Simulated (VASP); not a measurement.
# LaHg2 (P6/mmm) in VASP: further runs

Runs on LaHg2. Level: LDA. Tasks: electric field gradients.

Program: VASP 6.6.1. These are calculated values, not measurements. Logs are shortened: lines on timing, memory, paths and dates and some standing lists are left out, and cuts for length are marked.

**1. The cell of the first run**

It takes space group P6/mmm (No. 191, hexagonal). Conventional cell: a = 4.891 Å, b = 4.891 Å, c = 3.591 Å, α = 90.00°, β = 90.00°, γ = 120.00°. Within 4.4 Å of La (site symmetry 6/mmm) lie 12 Hg at 3.35 Å and 2 La at 3.59 Å. Hg (site symmetry -6m2) has 5 Hg at 2.82 to 3.59 Å and 6 La at 3.35 Å within 3.7 Å.

**2. Electric field gradients, LDA (24.80 Å³/atom)**

INCAR

```
ALGO = Normal ; EDIFF = 1E-8
ENCUT = 410 ; GGA = CA
GGA_COMPAT = F ; ISIF = 2
ISMEAR = -1 ; LASPH = T
LCHARG = F ; LEFG = T
LMAXMIX = 6 ; LREAL = F
LWAVE = F ; NBANDS = 32
NELM = 200 ; PREC = Accurate
SIGMA = 0.08
```

KPOINTS

```
k-points
0
Gamma
  8 8 9
```

POSCAR

```
LaHg2
1.0
    4.8909900976      0.0000000000      0.0000000000
   -2.4454950489      4.2357216743      0.0000000000
    0.0000000000      0.0000000000      3.5908047802
La Hg
1 2
Direct
    0.0000000000      0.0000000000      0.0000000000
    0.3333333333      0.6666666667      0.5000000000
    0.6666666667      0.3333333333      0.5000000000
```

Potentials or basis: VASP PAW LDA potentials, release 64 (La, Hg_sv_GW).

The run is started by

```
> cat potpaw_LDA.64/La/POTCAR potpaw_LDA.64/Hg_sv_GW/POTCAR > POTCAR
> mpirun -np 1 vasp_std > vasp.out
```

OUTCAR:

```text
EDIFF = 1E-8
   ENCUT = 410
   GGA = CA
   ISIF = 2
   ISMEAR = -1
   LASPH = T
   LREAL = F
   NELM = 200
   PREC = Accurate

 ion  position               nearest neighbor table
   1  0.000  0.000  0.000-   2 3.35   3 3.35   2 3.35   3 3.35   3 3.35   3 3.35   2 3.35   2 3.35
                             3 3.35   3 3.35   2 3.35   2 3.35
   2  0.333  0.667  0.500-   3 2.82   3 2.82   3 2.82   1 3.35   1 3.35   1 3.35   1 3.35   1 3.35
                             1 3.35
   3  0.667  0.333  0.500-   2 2.82   2 2.82   2 2.82   1 3.35   1 3.35   1 3.35   1 3.35   1 3.35
                             1 3.35

  LATTYP: Found a hexagonal cell.
 ALAT       =     4.8909900976
 C/A-ratio  =     0.7341672562

  Lattice vectors:

 A1 = (   4.8909900976,   0.0000000000,   0.0000000000)
 A2 = (  -2.4454950489,   4.2357216743,   0.0000000000)
 A3 = (   0.0000000000,   0.0000000000,   3.5908047802)

Analysis of symmetry for initial positions (statically):
=====================================================================
 Subroutine PRICEL returns:
 Original cell was already a primitive cell.

 Routine SETGRP: Setting up the symmetry group for a
 hexagonal supercell.

 Subroutine GETGRP returns: Found 24 space group operations
 (whereof 24 operations were pure point group operations)
 out of a pool of 24 trial point group operations.

The static configuration has the point symmetry D_6h.

Analysis of symmetry for dynamics (positions and initial velocities):
=====================================================================
 Subroutine PRICEL returns:
 Original cell was already a primitive cell.

 Routine SETGRP: Setting up the symmetry group for a
 hexagonal supercell.

 Subroutine GETGRP returns: Found 24 space group operations
 (whereof 24 operations were pure point group operations)
 out of a pool of 24 trial point group operations.

The dynamic configuration has the point symmetry D_6h.

 Subroutine INISYM returns: Found 24 space group operations
 (whereof 24 operations are pure point group operations),
 and found     1 'primitive' translations

----------------------------------------------------------------------------------------

                                     Primitive cell

  volume of cell :      74.3902

  direct lattice vectors                    reciprocal lattice vectors
     4.890990098  0.000000000  0.000000000     0.204457580  0.118043639  0.000000000
    -2.445495049  4.235721674  0.000000000     0.000000000  0.236087278  0.000000000
     0.000000000  0.000000000  3.590804780     0.000000000  0.000000000  0.278489102

  length of vectors
     4.890990098  4.890990098  3.590804780     0.236087278  0.236087278  0.278489102

  position of ions in fractional coordinates (direct lattice)
     0.000000000  0.000000000  0.000000000
     0.333333333  0.666666667  0.500000000
     0.666666667  0.333333333  0.500000000

  ion indices of the primitive-cell ions
   primitive index   ion index
                 1           1
                 2           2
                 3           3

----------------------------------------------------------------------------------------

 KPOINTS: k-points

Automatic generation of k-mesh.
 Grid dimensions read from file:
 generate k-points for:    8    8    9

 Generating k-lattice:

  Cartesian coordinates                     Fractional coordinates (reciprocal lattice)
     0.025557198  0.014755455  0.000000000     0.125000000  0.000000000  0.000000000
     0.000000000  0.029510910  0.000000000     0.000000000  0.125000000  0.000000000
     0.000000000  0.000000000  0.030943234     0.000000000  0.000000000  0.111111111

  Length of vectors
     0.029510910  0.029510910  0.030943234

  Shift w.r.t. Gamma in fractional coordinates (k-lattice)
     0.000000000  0.000000000  0.000000000

 Subroutine IBZKPT returns following result:
 ===========================================

 Found     50 irreducible k-points:

 Following reciprocal coordinates:
            Coordinates               Weight
  0.000000  0.000000  0.000000      1.000000
  0.125000  0.000000  0.000000      6.000000
  0.250000  0.000000  0.000000      6.000000
  0.375000 -0.000000  0.000000      6.000000
  0.500000  0.000000  0.000000      3.000000
  0.125000  0.125000  0.000000      6.000000
[... 16 lines left out ...]
  0.250000  0.000000  0.222222     12.000000
  0.375000 -0.000000  0.222222     12.000000
 [... further k-points ...]
   k-points           NKPTS =     50   k-points in BZ     NKDIM =     50   number of bands    NBANDS=     32
   number of dos      NEDOS =    301   number of ions     NIONS =      3
   total plane-waves  NPLWV =  24576
   dimension x,y,z NGX =    32 NGY =   32 NGZ =   24
   dimension x,y,z NGXF=    64 NGYF=   64 NGZF=   48
   ions per type =               1   2
   NGX,Y,Z   is equivalent  to a cutoff of  10.88, 10.88, 11.11 a.u.
   NGXF,Y,Z  is equivalent  to a cutoff of  21.75, 21.75, 22.22 a.u.
 SYSTEM =  unknown system
   PREC   = accura    normal or accurate (medium, high low for compatibility)
   ISTART =      0    job   : 0-new  1-cont  2-samecut
   ICHARG =      2    charge: 1-file 2-atom 10-const
   ISPIN  =      1    spin polarized calculation?
   LNONCOLLINEAR =      F non collinear calculations
   LSORBIT =      F    spin-orbit coupling
   LASPH  =      T    aspherical Exc in radial PAW
   ENCUT  =  410.0 eV  30.13 Ry    5.49 a.u.   8.08  8.08  5.93*2*pi/ulx,y,z
   NELM   =    200;   NELMIN=  2; NELMDL= -5     # of ELM steps
   EDIFF  = 0.1E-07   stopping-criterion for ELM
   LREAL  =      F    real-space projection
   EDIFFG = 0.1E-06   stopping-criterion for IOM
   NSW    =      0    number of steps for IOM
   IBRION =     -1    ionic relax: 0-MD 1-quasi-New 2-CG
   NFREE  =      0    steps in history (QN), initial steepest desc. (CG)
   ISIF   =      2    stress and relaxation
   ISYM   =      2    0-nonsym 1-usesym 2-fastsym
   POTIM  = 0.5000    time-step for ionic-motion
   TEBEG  =    0.0;   TEEND  =   0.0 temperature during run
   PSTRESS=    0.0 pullay stress
   NELECT =      51.0000    total number of electrons
   NUPDOWN=      -1.0000    fix difference up-down
   EMIN   =  10.00;   EMAX   =-10.00  energy-range for DOS
   EFERMI =   0.00;   METHOD = LEGACY
   ISMEAR =    -1;   SIGMA  =   0.08  broadening in eV -4-tet -1-fermi 0-gaus
   EFERMI_NEDOS =   21; number of points for ismear=-14 and -15
   IALGO  =     38    algorithm
   IMIX   =      4    mixing-type and parameters
     AMIX     =   0.40;   BMIX     =  1.00
     AMIX_MAG =   1.60;   BMIX_MAG =  1.00
  volume/ion in A,a.u.               =      24.80       167.34
  Fermi-wavevector in a.u.,A,eV,Ry     =   1.443531  2.727879 28.351586  2.083783
  Thomas-Fermi vector in A             =   2.561929
   LORBIT       =      0    0 simple, 1 ext, 2 COOP (PROOUT), +10 PAW based schemes
   GGA     = CA    functional components
   LHFCALC =     F    Hartree Fock is set to
   AEXX    =    0.0000 exact exchange contribution
   IVDW    =     0    specifies the selected vdW correction
   LEPSILON=     F    determine dielectric tensor
   LRPA    =     F    only Hartree local field effects (RPA)
 non-spin polarized calculation
  energy-cutoff  :      410.00
  volume of cell :       74.39
 maximum number of plane-waves:      1416
   NGX = 17   NGY = 17   NGZ = 11

 number of electron      50.9999983 magnetization

 Free energy of the ion-electron system (eV)
  ---------------------------------------------------
  ext. energy  EPLUGINS =         0.00000000
  ---------------------------------------------------
  free energy    TOTEN  =        -9.36904379 eV

  energy without entropy =       -9.31673921  energy(sigma->0) =       -9.34289150

 E-fermi :   8.1775     XC(G=0): -11.4889

 val. band max:        8.1702454742   @ k =   0.0000   0.0000   0.2222
 cond. band min:       8.1896188425   @ k =   0.2500   0.1250   0.4444
 fundamental gap:      0.0193733684
 Fermi energy:         8.1775242697

 k-point     1 :       0.0000    0.0000    0.0000
  band No.  band energies     occupation
      1    -106.9608      2.00000
      2    -106.9545      2.00000
      3     -55.6089      2.00000
      4     -55.6089      2.00000
      5     -55.5555      2.00000
      6     -55.5422      2.00000
[... 829 lines left out ...]
     31       9.9104      0.00000
     32       9.9529      0.00000

 [... further k-points ...]

------------------------ aborting loop because EDIFF is reached ----------------------------------------

  FORCE on cell =-STRESS in cart. coord.  units (eV):
  Direction    XX          YY          ZZ          XY          YZ          ZX
  --------------------------------------------------------------------------------------
  -------------------------------------------------------------------------------------
  Total       -0.5021012     -0.5021012     -1.6831891      0.0000000     -0.0000000      0.0000000
  in kB      -10.8139866    -10.8139866    -36.2516264      0.0000000     -0.0000000      0.0000000
  external PRESSURE =     -19.2931999 kB  Pullay stress =       0.0000000 kB

 VOLUME and BASIS-vectors are now :
 -----------------------------------------------------------------------------
  energy-cutoff  :      410.00
  volume of cell :       74.39
      direct lattice vectors                 reciprocal lattice vectors
     4.890990098  0.000000000  0.000000000     0.204457580  0.118043639  0.000000000
    -2.445495049  4.235721674  0.000000000     0.000000000  0.236087278  0.000000000
     0.000000000  0.000000000  3.590804780     0.000000000  0.000000000  0.278489102

 POSITION                                       TOTAL-FORCE (eV/Angst)
 -----------------------------------------------------------------------------------
      0.00000      0.00000      0.00000         0.000000      0.000000      0.000000
     -0.00000      2.82381      1.79540        -0.000000     -0.000000     -0.000000
      2.44550      1.41191      1.79540         0.000000      0.000000      0.000000
 -----------------------------------------------------------------------------------
    total drift:                               -0.000000      0.000000      0.000000

  FREE ENERGIE OF THE ION-ELECTRON SYSTEM (eV)
  ---------------------------------------------------
  free  energy   TOTEN  =        -9.3690437861 eV

  energy  without entropy=       -9.3167392089  energy(sigma->0) =       -9.34289150

 Electric field gradients (V/A^2)
---------------------------------------------------------------------
 ion       V_xx      V_yy      V_zz      V_xy      V_xz      V_yz
---------------------------------------------------------------------
   1     -45.148   -45.148    90.295     0.000    -0.000    -0.000
   2    -155.931  -155.935   311.866    -0.003     0.000     0.000
   3    -155.931  -155.935   311.866    -0.003     0.000     0.000
---------------------------------------------------------------------

 Electric field gradients after diagonalization (V/A^2)
 (convention: |V_zz| > |V_xx| > |V_yy|)
----------------------------------------------------------------------
 ion       V_xx      V_yy      V_zz     asymmetry (V_yy - V_xx)/ V_zz
----------------------------------------------------------------------
   1     -45.148   -45.148    90.295       0.000
   2    -155.937  -155.929   311.866       0.000
   3    -155.937  -155.929   311.866       0.000
----------------------------------------------------------------------

           NMR quadrupolar parameters

 Cq : quadrupolar parameter    Cq=e*Q*V_zz/h
 eta: asymmetry parameters     (V_yy - V_xx)/ V_zz
 Q  : nuclear electric quadrupole moment in mb (millibarn)
----------------------------------------------------------------------
 ion       Cq(MHz)       eta       Q (mb)
----------------------------------------------------------------------
   1       0.218       0.000       1.000
   2       0.754       0.000       1.000
   3       0.754       0.000       1.000
----------------------------------------------------------------------
```

Run time: 36 s. Hardware: 1 thread of Intel Xeon 6975P-C (Granite Rapids), shared host; peak memory 0.22 GiB.

Results:

```
Free energy                             : -9.3690 eV
Pressure                                : -1.9 GPa
Band gap on the k mesh                  : zero (an odd number of electrons rules out a gap without spin polarisation)
Largest electric field gradient by atom : La +90.3; Hg +311.9 V/Å²
```

Stress tensor (GPa, compression positive):
```
-1.08  0.00  0.00
 0.00 -1.08  0.00
 0.00  0.00 -3.63
```

Electric field gradients, principal values (V/Å²):
| atom | least | middle | greatest (by size) |
| --- | --- | --- | --- |
| 1 La | -45.148 | -45.148 | 90.295 |
| 2 Hg | -155.929 | -155.937 | 311.866 |
| 3 Hg | -155.929 | -155.937 | 311.866 |

Caveat: without QUAD_EFG the Cq values of the log hold for a quadrupole moment of 1 mb, not for the nuclei; spin-orbit coupling is left out, which moves the levels of the heavy elements.

**3. Electric field gradients, LDA (27.38 Å³/atom)**

This run uses another cell than the first one, of 27.38 Å³/atom.

INCAR

```
PREC     = Accurate       # precision mode
ENCUT    = 410            # plane-wave cutoff, eV
EDIFF    = 1E-8           # SCF threshold, eV
ISMEAR   = -1             # smearing method
SIGMA    = 0.08           # smearing width, eV
LREAL    = False          # projectors in reciprocal space
LASPH    = True           # aspherical terms in the spheres
NELM     = 200            # most SCF steps
ALGO     = Normal         # electronic algorithm
ISIF     = 2              # what is computed and relaxed
LWAVE    = False          # write WAVECAR
LCHARG   = False          # write CHGCAR
LEFG     = True         
NBANDS   = 32             # bands
GGA_COMPAT= False        
LMAXMIX  = 6              # l up to which the mixer works
```

KPOINTS

```
regular mesh
0
Gamma
  8 8 9
```

POSCAR

```
LaHg2
1.0
    5.0552386287      0.0000000000      0.0000000000
   -2.5276193144      4.3779650747      0.0000000000
    0.0000000000      0.0000000000      3.7113906736
La Hg
1 2
Direct
    0.0000000000      0.0000000000      0.0000000000
    0.3333333333      0.6666666667      0.5000000000
    0.6666666667      0.3333333333      0.5000000000
```

Potentials or basis: VASP PAW LDA potentials, release 64 (La, Hg_sv_GW).

The run is started by

```
> cat potpaw_LDA.64/La/POTCAR potpaw_LDA.64/Hg_sv_GW/POTCAR > POTCAR
> mpirun -np 1 vasp_std > vasp.out
```

OUTCAR:

```text
PREC = Accurate
   ENCUT = 410
   EDIFF = 1E-8
   ISMEAR = -1
   LREAL = False
   LASPH = True
   NELM = 200
   ISIF = 2

 ion  position               nearest neighbor table
   1  0.000  0.000  0.000-   2 3.46   3 3.46   2 3.46   3 3.46   3 3.46   3 3.46   2 3.46   2 3.46
                             3 3.46   3 3.46   2 3.46   2 3.46
   2  0.333  0.667  0.500-   3 2.92   3 2.92   3 2.92   1 3.46   1 3.46   1 3.46   1 3.46   1 3.46
                             1 3.46
   3  0.667  0.333  0.500-   2 2.92   2 2.92   2 2.92   1 3.46   1 3.46   1 3.46   1 3.46   1 3.46
                             1 3.46

  LATTYP: Found a hexagonal cell.
 ALAT       =     5.0552386287
 C/A-ratio  =     0.7341672562

  Lattice vectors:

 A1 = (   5.0552386287,   0.0000000000,   0.0000000000)
 A2 = (  -2.5276193144,   4.3779650747,   0.0000000000)
 A3 = (   0.0000000000,   0.0000000000,   3.7113906736)

Analysis of symmetry for initial positions (statically):
[... 1041 lines left out ...]
     0.000000000  0.000000000  3.711390674     0.000000000  0.000000000  0.269440781

 POSITION                                       TOTAL-FORCE (eV/Angst)
 -----------------------------------------------------------------------------------
      0.00000      0.00000      0.00000         0.000000      0.000000      0.000000
     -0.00000      2.91864      1.85570         0.000000     -0.000000     -0.000000
      2.52762      1.45932      1.85570        -0.000000      0.000000      0.000000
 -----------------------------------------------------------------------------------
    total drift:                                0.000000      0.000000     -0.000000

  FREE ENERGIE OF THE ION-ELECTRON SYSTEM (eV)
  ---------------------------------------------------
  free  energy   TOTEN  =        -9.2153272374 eV

  energy  without entropy=       -9.1606859060  energy(sigma->0) =       -9.18800657

 Electric field gradients (V/A^2)
---------------------------------------------------------------------
 ion       V_xx      V_yy      V_zz      V_xy      V_xz      V_yz
---------------------------------------------------------------------
   1     -26.266   -26.265    52.531     0.001     0.000     0.000
   2    -137.807  -137.811   275.618    -0.003     0.000     0.000
   3    -137.807  -137.811   275.618    -0.003     0.000     0.000
---------------------------------------------------------------------

 Electric field gradients after diagonalization (V/A^2)
 (convention: |V_zz| > |V_xx| > |V_yy|)
----------------------------------------------------------------------
 ion       V_xx      V_yy      V_zz     asymmetry (V_yy - V_xx)/ V_zz
----------------------------------------------------------------------
   1     -26.266   -26.265    52.531       0.000
   2    -137.813  -137.805   275.618       0.000
   3    -137.813  -137.805   275.618       0.000
----------------------------------------------------------------------

           NMR quadrupolar parameters

 Cq : quadrupolar parameter    Cq=e*Q*V_zz/h
 eta: asymmetry parameters     (V_yy - V_xx)/ V_zz
 Q  : nuclear electric quadrupole moment in mb (millibarn)
----------------------------------------------------------------------
 ion       Cq(MHz)       eta       Q (mb)
----------------------------------------------------------------------
   1       0.127       0.000       1.000
   2       0.666       0.000       1.000
   3       0.666       0.000       1.000
----------------------------------------------------------------------
```

stdout:

```text
POSCAR found type information on POSCAR LaHg
 POSCAR found :  2 types and       3 ions
 scaLAPACK will be used
 LDA part: xc-table for (Slater(with rela. corr.)+CA(PZ))
 , standard interpolation
 POSCAR, INCAR and KPOINTS ok, starting setup
 FFT: planning ... GRIDC
 FFT: planning ... GRID_SOFT
 FFT: planning ... GRID
 WAVECAR not read
 entering main loop
ion   1

ion   2

ion   3
```

Wall time 73 s (1 thread of AMD EPYC 9R45 (Zen 5), shared host); peak memory 0.21 GiB.

Results:

```yaml
Free_energy: -9.2153 eV
Pressure: -7.6 GPa
Band_gap_on_the_k_mesh: zero (an odd number of electrons rules out a gap without spin polarisation)
Largest_electric_field_gradient_by_atom: La +52.5; Hg +275.6 V/Å²
```

Stress tensor (GPa, compression positive):
```
-7.78  0.00  0.00
 0.00 -7.78  0.00
 0.00  0.00 -7.28
```

Levels at points of the mesh, in eV from the Fermi level:
```tsv
k point	band 21	band 22	band 23	band 24	band 25	band 26	band 27	band 28	band 29	band 30
(0.00, 0.00, 0.00)	-7.03	-6.73	-6.73	-0.92	-0.92	-0.61	-0.19	1.24	1.24	1.38
(0.50, 0.00, 0.00)	-6.61	-6.51	-5.19	-5.12	-0.45	-0.11	1.24	1.29	1.40	1.40
```

Electric field gradients, principal values (V/Å²):
```csv
atom,least,middle,greatest (by size)
1 La,-26.265,-26.266,52.531
2 Hg,-137.805,-137.813,275.618
3 Hg,-137.805,-137.813,275.618
```

Caveat: the cell stands under tension; without QUAD_EFG the Cq values of the log hold for a quadrupole moment of 1 mb, not for the nuclei; spin-orbit coupling is left out, which moves the levels of the heavy elements.

[end of part 1 of 2]
